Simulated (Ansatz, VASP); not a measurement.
**CuO: VASP beside Ansatz**

Contents of INCAR:

```
SYSTEM = CuO
PREC = Accurate
ENCUT = 520
EDIFF = 1E-7
ISMEAR = 0
SIGMA = 0.05
LREAL = .False.
LASPH = .True.
NELM = 150
ALGO = Normal
ISIF = 2
LWAVE = .False.
LCHARG = .False.
ISPIN = 2
MAGMOM = 1 1 0 0
LORBIT = 11
LMAXMIX = 4
LDAU = .True.
LDAUTYPE = 2
LDAUL = 2 -1
LDAUU = 4 0
LDAUJ = 0 0
LDAUPRINT = 1
GGA = PE
NBANDS = 29
```

KPOINTS

```
Automatic mesh
0
Gamma
  5 5 3
  0 0 0
```

File POSCAR:

```
CuO
1.0
    2.3446497598     -1.7133998245      0.0000000000
    2.3446497598      1.7133998245      0.0000000000
   -0.8605499118      0.0000000000      5.0594394815
Cu O
2 2
Direct
    0.0032000000      0.4968000000      0.0000000000
    0.4968000000      0.0032000000      0.5000000000
    0.5714000000      0.4056000000      0.2537000000
    0.4056000000      0.5714000000      0.7537000000
```

Input for Ansatz:

```yaml
crystal:
  lattice:
    - [2.3446497598, -1.7133998245, 0.0]
    - [2.3446497598, 1.7133998245, 0.0]
    - [-0.8605499118, 0.0, 5.0594394815]
  atoms:
    - { symbol: Cu, position: [0.0032, 0.4968, 0.0], spin: 1.0 }
    - { symbol: Cu, position: [0.4968, 0.0032, 0.5], spin: 1.0 }
    - { symbol: O, position: [0.5714, 0.4056, 0.2537] }
    - { symbol: O, position: [0.4056, 0.5714, 0.7537] }
basis:
  ecutwfc: 420
  ecutrho_ratio: 4
kpoints:
  mp_grid: { grid: [5, 5, 3] }
hamiltonian:
  xc: pbe
  hubbard: { sites: [{ species: Cu, l: d, u_eff: 4.0 }] }
scf:
  occupations: { method: gaussian, width: 0.05 }
output:
  forces: true
  stress: true
  eigenvalues: true
  populations: true
  hubbard: { sites: [{ species: Cu, l: d }] }
magnetization:
  spin_polarized: true
```

Alike in both runs: task single point; functional PBE; k mesh 5 × 5 × 3; occupations gaussian, width 0.05 eV; collinear spin; Hubbard terms Cu d U = 4.0 eV.

|  | VASP | Ansatz |
| --- | --- | --- |
| version | VASP 6.6.1 | Ansatz 0.2.0 |
| potentials or method | VASP PAW PBE potentials, release 64 (Cu, O), cutoff 520 eV | scalar-relativistic, plane waves, PAW |
| valence electrons in the cell | 34 | 50 |

```csv
,VASP,Ansatz,Ansatz less VASP
pressure (GPa),4.9,8.4,+3.52
"traceless stress, the component that is largest in VASP (GPa)",-0.62,-0.68,-0.064
rms of the force components (eV/Å),0.453,0.480,+0.0276
net moment per atom (μB),0.50,0.47,-0.032
size of the moment on the site where the two differ most (μB),0.66,0.59,-0.070
```

Site moments also hang on the region over which each program counts them. The programs project onto different local orbitals, so the same U acts differently, and such runs can settle in different states. Atom by atom the forces differ by 0.029 eV/Å (rms over components). VASP's potentials hold 34 valence electrons a cell and Ansatz's 50, so a difference there can come from the potentials and not from the codes. Ansatz's warnings: filled band counts differ across k points, stability check not made.

The k mesh is coarse, so the values compare programs but aren't converged.
